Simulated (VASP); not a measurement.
# CdF2 (I4/mmm) in VASP: settings compared

The runs below take CdF2 through single point, with PBE, r2SCAN.

All numbers are computed with VASP 6.6.1; they aren't measurements. Logs are shortened: lines on timing, memory, paths and dates and some standing lists are left out, and cuts for length are marked.

### 1 The cell of the first run

Symmetry: I4/mmm, No. 139, tetragonal system. The conventional cell has a = 3.794 Å, b = 3.794 Å, c = 5.512 Å, α = 90.00°, β = 90.00°, γ = 90.00°. Cd (site symmetry 4/mmm) has 8 F at 2.34 Å within 3.1 Å. F (site symmetry -4m2) has 4 Cd at 2.34 Å and 6 F at 2.68 to 2.76 Å within 3.1 Å.

### 2 Single point, PBE (uniaxial x strain +2.7%)

INCAR

```
SYSTEM = CdF2
  PREC = Accurate
  ENCUT = 520
  EDIFF = 1E-7
  ISMEAR = -1
  SIGMA = 0.02
  LREAL = .FALSE.
  LASPH = .TRUE.
  NELM = 80
  ALGO = Normal
  ISIF = 2
  LWAVE = .FALSE.
  LCHARG = .FALSE.
  GGA = PE
  NBANDS = 20
```

KPOINTS

```
Automatic mesh
0
G
  8 8 8
  0 0 0
```

POSCAR

```
CdF2
1.0
    0.0000000000      2.6825809990      2.6825809990
    2.7558154603      0.0000000000      2.6825809990
    2.7558154603      2.6825809990      0.0000000000
Cd F
1 2
Direct
    0.0000000000      0.0000000000      0.0000000000
    0.2500000000      0.2500000000      0.2500000000
    0.7500000000      0.7500000000      0.7500000000
```

Potentials or basis: VASP PAW PBE potentials, release 64 (Cd, F).

The run is started by

```sh
> cat potpaw_PBE.64/Cd/POTCAR potpaw_PBE.64/F/POTCAR > POTCAR
> mpirun -np 1 vasp_std > vasp.out
```

OUTCAR:

```text
SYSTEM = CdF2
   PREC = Accurate
   ENCUT = 520
   EDIFF = 1E-7
   ISMEAR = -1
   LREAL = .FALSE.
   LASPH = .TRUE.
   NELM = 80
   ISIF = 2
   GGA = PE

 ion  position               nearest neighbor table
   1  0.000  0.000  0.000-   2 2.34   3 2.34   3 2.34   3 2.34   3 2.34   2 2.34   2 2.34   2 2.34

   2  0.250  0.250  0.250-   1 2.34   1 2.34   1 2.34   1 2.34
   3  0.750  0.750  0.750-   1 2.34   1 2.34   1 2.34   1 2.34

  LATTYP: Found a body centered tetragonal cell.
 ALAT       =     3.7937424310
 C/A-ratio  =     1.4528215926

  Lattice vectors:

 A1 = (   2.7558154603,   0.0000000000,   2.6825809990)
 A2 = (   2.7558154603,   0.0000000000,  -2.6825809990)
 A3 = (  -2.7558154603,   2.6825809990,   0.0000000000)

Analysis of symmetry for initial positions (statically):
=====================================================================
 Subroutine PRICEL returns:
 Original cell was already a primitive cell.

 Routine SETGRP: Setting up the symmetry group for a
 body centered tetragonal supercell.

 Subroutine GETGRP returns: Found 16 space group operations
 (whereof 16 operations were pure point group operations)
 out of a pool of 16 trial point group operations.

The static configuration has the point symmetry D_4h.

Analysis of symmetry for dynamics (positions and initial velocities):
=====================================================================
 Subroutine PRICEL returns:
 Original cell was already a primitive cell.

 Routine SETGRP: Setting up the symmetry group for a
 body centered tetragonal supercell.

 Subroutine GETGRP returns: Found 16 space group operations
 (whereof 16 operations were pure point group operations)
 out of a pool of 16 trial point group operations.

The dynamic configuration has the point symmetry D_4h.

 Subroutine INISYM returns: Found 16 space group operations
 (whereof 16 operations are pure point group operations),
 and found     1 'primitive' translations

----------------------------------------------------------------------------------------

                                     Primitive cell

  volume of cell :      39.6630

  direct lattice vectors                    reciprocal lattice vectors
     0.000000000  2.682580999  2.682580999    -0.181434500  0.186387662  0.186387662
     2.755815460  0.000000000  2.682580999     0.181434500 -0.186387662  0.186387662
     2.755815460  2.682580999  0.000000000     0.181434500  0.186387662 -0.186387662

  length of vectors
     3.793742431  3.845875670  3.845875670     0.319998748  0.319998748  0.319998748

  position of ions in fractional coordinates (direct lattice)
     0.000000000  0.000000000  0.000000000
     0.250000000  0.250000000  0.250000000
     0.750000000  0.750000000  0.750000000

  ion indices of the primitive-cell ions
   primitive index   ion index
                 1           1
                 2           2
                 3           3

----------------------------------------------------------------------------------------

 KPOINTS: Automatic mesh

Automatic generation of k-mesh.
 Grid dimensions read from file:
 generate k-points for:    8    8    8

 Generating k-lattice:

  Cartesian coordinates                     Fractional coordinates (reciprocal lattice)
    -0.022679312  0.023298458  0.023298458     0.125000000  0.000000000  0.000000000
     0.022679312 -0.023298458  0.023298458     0.000000000  0.125000000  0.000000000
     0.022679312  0.023298458 -0.023298458     0.000000000  0.000000000  0.125000000

  Length of vectors
     0.039999843  0.039999843  0.039999843

  Shift w.r.t. Gamma in fractional coordinates (k-lattice)
     0.000000000  0.000000000  0.000000000

 Subroutine IBZKPT returns following result:
 ===========================================

 Found     59 irreducible k-points:

 Following reciprocal coordinates:
            Coordinates               Weight
  0.000000  0.000000  0.000000      1.000000
  0.125000  0.000000  0.000000      8.000000
  0.250000  0.000000  0.000000      8.000000
  0.375000  0.000000  0.000000      8.000000
  0.500000  0.000000  0.000000      4.000000
  0.125000  0.125000  0.000000      4.000000
[... 16 lines left out ...]
  0.250000  0.125000  0.125000      4.000000
  0.375000  0.125000  0.125000      8.000000
 [... further k-points ...]
   k-points           NKPTS =     59   k-points in BZ     NKDIM =     59   number of bands    NBANDS=     20
   number of dos      NEDOS =    301   number of ions     NIONS =      3
   total plane-waves  NPLWV =  25200
   dimension x,y,z NGX =    28 NGY =   30 NGZ =   30
   dimension x,y,z NGXF=    56 NGYF=   60 NGZF=   60
   ions per type =               1   2
   NGX,Y,Z   is equivalent  to a cutoff of  12.27, 12.97, 12.97 a.u.
   NGXF,Y,Z  is equivalent  to a cutoff of  24.54, 25.94, 25.94 a.u.
 SYSTEM =  CdF2
   PREC   = accura    normal or accurate (medium, high low for compatibility)
   ISTART =      0    job   : 0-new  1-cont  2-samecut
   ICHARG =      2    charge: 1-file 2-atom 10-const
   ISPIN  =      1    spin polarized calculation?
   LNONCOLLINEAR =      F non collinear calculations
   LSORBIT =      F    spin-orbit coupling
   LASPH  =      T    aspherical Exc in radial PAW
   ENCUT  =  520.0 eV  38.22 Ry    6.18 a.u.   7.05  7.15  7.15*2*pi/ulx,y,z
   NELM   =     80;   NELMIN=  2; NELMDL= -5     # of ELM steps
   EDIFF  = 0.1E-06   stopping-criterion for ELM
   LREAL  =      F    real-space projection
   EDIFFG = 0.1E-05   stopping-criterion for IOM
   NSW    =      0    number of steps for IOM
   IBRION =     -1    ionic relax: 0-MD 1-quasi-New 2-CG
   NFREE  =      0    steps in history (QN), initial steepest desc. (CG)
   ISIF   =      2    stress and relaxation
   ISYM   =      2    0-nonsym 1-usesym 2-fastsym
   POTIM  = 0.5000    time-step for ionic-motion
   TEBEG  =    0.0;   TEEND  =   0.0 temperature during run
   PSTRESS=    0.0 pullay stress
   NELECT =      26.0000    total number of electrons
   NUPDOWN=      -1.0000    fix difference up-down
   EMIN   =  10.00;   EMAX   =-10.00  energy-range for DOS
   EFERMI =   0.00;   METHOD = LEGACY
   ISMEAR =    -1;   SIGMA  =   0.02  broadening in eV -4-tet -1-fermi 0-gaus
   EFERMI_NEDOS =   21; number of points for ismear=-14 and -15
   IALGO  =     38    algorithm
   IMIX   =      4    mixing-type and parameters
     AMIX     =   0.40;   BMIX     =  1.00
     AMIX_MAG =   1.60;   BMIX_MAG =  1.00
  volume/ion in A,a.u.               =      13.22        89.22
  Fermi-wavevector in a.u.,A,eV,Ry     =   1.422124  2.687424 27.516906  2.022436
  Thomas-Fermi vector in A             =   2.542861
   LORBIT       =      0    0 simple, 1 ext, 2 COOP (PROOUT), +10 PAW based schemes
   GGA     = PE    functional components
   LHFCALC =     F    Hartree Fock is set to
   AEXX    =    0.0000 exact exchange contribution
   IVDW    =     0    specifies the selected vdW correction
   LEPSILON=     F    determine dielectric tensor
   LRPA    =     F    only Hartree local field effects (RPA)
 non-spin polarized calculation
  energy-cutoff  :      520.00
  volume of cell :       39.66
 maximum number of plane-waves:      1080
   NGX = 15   NGY = 15   NGZ = 15

 number of electron      25.9999991 magnetization

 Free energy of the ion-electron system (eV)
  ---------------------------------------------------
  ext. energy  EPLUGINS =         0.00000000
  ---------------------------------------------------
  free energy    TOTEN  =       -10.87281906 eV

  energy without entropy =      -10.87281906  energy(sigma->0) =      -10.87281906

 E-fermi :  -0.9871     XC(G=0): -10.3356

 val. band max:       -1.3910039792   @ k =   0.5000  -0.2500   0.2500
 cond. band min:       1.5938967233   @ k =   0.0000   0.0000   0.0000
 fundamental gap:      2.9849007025
 Fermi energy:        -0.9871449019

 k-point     1 :       0.0000    0.0000    0.0000
  band No.  band energies     occupation
      1     -22.1421      2.00000
      2     -21.0733      2.00000
      3      -7.0003      2.00000
      4      -6.9841      2.00000
      5      -6.9841      2.00000
      6      -5.8521      2.00000
[... 12 lines left out ...]
     19      18.0847      0.00000
     20      18.6848      0.00000

 k-point     2 :       0.1250    0.0000    0.0000
  band No.  band energies     occupation
      1     -22.0943      2.00000
      2     -21.1155      2.00000
      3      -6.9400      2.00000
      4      -6.9261      2.00000
      5      -6.8297      2.00000
      6      -5.8675      2.00000
[... 12 lines left out ...]
     19      17.7000      0.00000
     20      18.2597      0.00000

 k-point     3 :       0.2500    0.0000    0.0000
  band No.  band energies     occupation
      1     -21.9641      2.00000
      2     -21.2316      2.00000
      3      -6.8142      2.00000
      4      -6.7916      2.00000
      5      -6.4037      2.00000
      6      -5.8762      2.00000
[... 12 lines left out ...]
     19      17.5471      0.00000
     20      18.0097      0.00000

 k-point     4 :       0.3750    0.0000    0.0000
  band No.  band energies     occupation
      1     -21.7847      2.00000
      2     -21.3937      2.00000
      3      -6.7147      2.00000
      4      -6.6796      2.00000
      5      -5.8759      2.00000
      6      -5.8331      2.00000
[... 12 lines left out ...]
     19      17.0173      0.00000
     20      17.5526      0.00000

 k-point     5 :       0.5000    0.0000    0.0000
  band No.  band energies     occupation
      1     -21.6205      2.00000
      2     -21.5502      2.00000
      3      -6.6857      2.00000
      4      -6.6453      2.00000
      5      -5.7883      2.00000
      6      -5.7710      2.00000
[... 12 lines left out ...]
     19      16.8171      0.00000
     20      17.2127      0.00000

 k-point     6 :       0.1250    0.1250    0.0000
  band No.  band energies     occupation
      1     -22.0768      2.00000
      2     -21.1308      2.00000
      3      -6.9122      2.00000
      4      -6.9056      2.00000
      5      -6.7808      2.00000
      6      -5.9188      2.00000
[... 12 lines left out ...]
     19      18.1187      0.00000
     20      18.4737      0.00000

 k-point     7 :       0.2500    0.1250    0.0000
  band No.  band energies     occupation
      1     -21.9754      2.00000
      2     -21.2197      2.00000
      3      -6.7912      2.00000
      4      -6.7838      2.00000
      5      -6.4616      2.00000
      6      -5.9971      2.00000
[... 12 lines left out ...]
     19      18.1587      0.00000
     20      19.3569      0.00000
[... 277 lines left out ...]
 k-point    20 :      -0.3750    0.3750    0.0000
  band No.  band energies     occupation
      1     -21.5981      2.00000
      2     -21.5324      2.00000
      3      -6.5832      2.00000
      4      -6.2048      2.00000
      5      -5.9138      2.00000
      6      -5.8962      2.00000
[... 12 lines left out ...]
     19      18.8689      0.00000
     20      19.4927      0.00000

 k-point    21 :       0.5000    0.5000    0.0000
  band No.  band energies     occupation
      1     -21.6698      2.00000
      2     -21.4526      2.00000
      3      -6.7773      2.00000
      4      -6.1246      2.00000
      5      -6.0467      2.00000
      6      -5.7343      2.00000
[... 12 lines left out ...]
     19      17.9863      0.00000
     20      19.8939      0.00000

 k-point    22 :       0.0000    0.1250    0.1250
  band No.  band energies     occupation
      1     -22.0851      2.00000
      2     -21.1214      2.00000
      3      -6.8976      2.00000
      4      -6.8976      2.00000
      5      -6.8081      2.00000
      6      -5.9266      2.00000
[... 12 lines left out ...]
     19      17.9398      0.00000
     20      18.8257      0.00000

 k-point    23 :       0.2500    0.1250    0.1250
  band No.  band energies     occupation
      1     -22.0149      2.00000
      2     -21.1865      2.00000
      3      -6.8492      2.00000
      4      -6.8353      2.00000
      5      -6.5944      2.00000
      6      -5.9214      2.00000
[... 12 lines left out ...]
     19      17.4108      0.00000
     20      18.6941      0.00000

 k-point    24 :       0.3750    0.1250    0.1250
  band No.  band energies     occupation
      1     -21.8681      2.00000
      2     -21.3165      2.00000
      3      -6.7266      2.00000
      4      -6.6799      2.00000
      5      -6.1676      2.00000
      6      -5.9563      2.00000
[... 12 lines left out ...]
     19      16.8360      0.00000
     20      19.3158      0.00000

 [... further k-points ...]

------------------------ aborting loop because EDIFF is reached ----------------------------------------

  FORCE on cell =-STRESS in cart. coord.  units (eV):
  Direction    XX          YY          ZZ          XY          YZ          ZX
  --------------------------------------------------------------------------------------
  -------------------------------------------------------------------------------------
  Total        0.6378101      1.3463905      1.3463905     -0.0000000      0.0000000     -0.0000000
  in kB       25.7641721     54.3870858     54.3870858     -0.0000000      0.0000000     -0.0000000
  external PRESSURE =      44.8461146 kB  Pullay stress =       0.0000000 kB

 VOLUME and BASIS-vectors are now :
 -----------------------------------------------------------------------------
  energy-cutoff  :      520.00
  volume of cell :       39.66
      direct lattice vectors                 reciprocal lattice vectors
     0.000000000  2.682580999  2.682580999    -0.181434500  0.186387662  0.186387662
     2.755815460  0.000000000  2.682580999     0.181434500 -0.186387662  0.186387662
     2.755815460  2.682580999  0.000000000     0.181434500  0.186387662 -0.186387662

 POSITION                                       TOTAL-FORCE (eV/Angst)
 -----------------------------------------------------------------------------------
      0.00000      0.00000      0.00000         0.000000     -0.000000     -0.000000
      1.37791      1.34129      1.34129        -0.000000      0.000000      0.000000
      4.13372      4.02387      4.02387         0.000000     -0.000000     -0.000000
 -----------------------------------------------------------------------------------
    total drift:                                0.000000      0.000000      0.000000

  FREE ENERGIE OF THE ION-ELECTRON SYSTEM (eV)
  ---------------------------------------------------
  free  energy   TOTEN  =       -10.8728190647 eV

  energy  without entropy=      -10.8728190646  energy(sigma->0) =      -10.87281906
```

It took 2 min on 1 thread of Intel Xeon 8259CL, shared host; peak memory 0.19 GiB.

Results:

- Free energy: -10.8728 eV
- Pressure: 4.5 GPa
- Band gap on the k mesh: 2.98 eV (least direct gap 3.48 eV)

Caveat: the cell differs from its parent crystal (uniaxial x strain +2.7%); the cell stands under pressure. A k mesh can miss the band edges.

### 3 Single point, r2SCAN (uniaxial y strain -2.2%)

POSCAR

```
CdF2
1.0
    0.0000000000      2.6241007332      2.6825809990
    2.6825809990      0.0000000000      2.6825809990
    2.6825809990      2.6241007332      0.0000000000
Cd F
1 2
Direct
    0.0000000000      0.0000000000      0.0000000000
    0.2500000000      0.2500000000      0.2500000000
    0.7500000000      0.7500000000      0.7500000000
```

INCAR.step1

```
PREC = Accurate
ENCUT = 520
ISMEAR = 0
SIGMA = 0.01
LREAL = F
LASPH = T
NELM = 100
NBANDS = 20
GGA = PE
ALGO = Normal
EDIFF = 1E-4
LWAVE = T
LCHARG = F
```

INCAR.step2

```
PREC = Accurate
ENCUT = 520
EDIFF = 1E-7
ISMEAR = 0
SIGMA = 0.01
LREAL = F
LASPH = T
NELM = 100
ALGO = Normal
ISIF = 2
LWAVE = F
LCHARG = F
METAGGA = R2SCAN
LMIXTAU = T
NBANDS = 20
ISTART = 1
```

KPOINTS

```
regular mesh
0
Gamma
  8 8 8
```

Potentials or basis: VASP PAW PBE potentials, release 64 (Cd, F).

The run is started by

```sh
> cat potpaw_PBE.64/Cd/POTCAR potpaw_PBE.64/F/POTCAR > POTCAR
> cp INCAR.step1 INCAR
> mpirun -np 1 vasp_std > vasp.out
> cp INCAR.step2 INCAR
> mpirun -np 1 vasp_std > vasp.out
```

OUTCAR:

```text
PREC = Accurate
   ENCUT = 520
   EDIFF = 1E-7
   ISMEAR = 0
   LREAL = F
   LASPH = T
   NELM = 100
   ISIF = 2
   METAGGA = R2SCAN
   ISTART = 1

 ion  position               nearest neighbor table
   1  0.000  0.000  0.000-   3 2.31   3 2.31   3 2.31   2 2.31   3 2.31   2 2.31   2 2.31   2 2.31

   2  0.250  0.250  0.250-   1 2.31   1 2.31   1 2.31   1 2.31
   3  0.750  0.750  0.750-   1 2.31   1 2.31   1 2.31   1 2.31

  LATTYP: Found a body centered tetragonal cell.
[... 747 lines left out ...]

  FORCE on cell =-STRESS in cart. coord.  units (eV):
  Direction    XX          YY          ZZ          XY          YZ          ZX
  --------------------------------------------------------------------------------------
  -------------------------------------------------------------------------------------
  Total        1.0943509      1.7096038      1.0943509     -0.0000000     -0.0000000      0.0000000
  in kB       46.4249038     72.5253549     46.4249038     -0.0000000     -0.0000000      0.0000000
  external PRESSURE =      55.1250542 kB  Pullay stress =       0.0000000 kB

 VOLUME and BASIS-vectors are now :
 -----------------------------------------------------------------------------
  energy-cutoff  :      520.00
  volume of cell :       37.77
      direct lattice vectors                 reciprocal lattice vectors
     0.000000000  2.624100733  2.682580999    -0.186387662  0.190541466  0.186387662
     2.682580999  0.000000000  2.682580999     0.186387662 -0.190541466  0.186387662
     2.682580999  2.624100733  0.000000000     0.186387662  0.190541466 -0.186387662

 POSITION                                       TOTAL-FORCE (eV/Angst)
 -----------------------------------------------------------------------------------
      0.00000      0.00000      0.00000         0.000000      0.000000      0.000000
      1.34129      1.31205      1.34129        -0.000000     -0.000000     -0.000000
      4.02387      3.93615      4.02387         0.000000      0.000000     -0.000000
 -----------------------------------------------------------------------------------
    total drift:                                0.000000      0.000000      0.000000

  FREE ENERGIE OF THE ION-ELECTRON SYSTEM (eV)
  ---------------------------------------------------
  free  energy   TOTEN  =       -33.6852508417 eV

  energy  without entropy=      -33.6852508417  energy(sigma->0) =      -33.68525084
```

OUTCAR.step1:

```text
PREC = Accurate
   ENCUT = 520
   ISMEAR = 0
   LREAL = F
[... 779 lines left out ...]
      0.00000      0.00000      0.00000         0.000000     -0.000000      0.000000
      1.34129      1.31205      1.34129        -0.000000      0.000000     -0.000000
      4.02387      3.93615      4.02387         0.000000      0.000000      0.000000
 -----------------------------------------------------------------------------------
    total drift:                                0.000000      0.000000      0.000000

  FREE ENERGIE OF THE ION-ELECTRON SYSTEM (eV)
  ---------------------------------------------------
  free  energy   TOTEN  =       -10.7817245698 eV

  energy  without entropy=      -10.7817245698  energy(sigma->0) =      -10.78172457
```

Run time: 6.7 min. Hardware: 1 thread of Intel Xeon 8259CL, shared host; peak memory 0.19 GiB.

What came out:

```yaml
Free_energy: -33.6853 eV
Pressure: 5.5 GPa
Band_gap_on_the_k_mesh: 3.86 eV (least direct gap 4.30 eV)
```

Stress tensor (GPa, compression positive):
```
4.64 0.00 0.00
0.00 7.25 0.00
0.00 0.00 4.64
```

Caveat: the cell differs from its parent crystal (uniaxial y strain -2.2%); the cell stands under pressure; the PAW data sets were made with another functional, which shifts forces and pressure a little. A k mesh can miss the band edges.
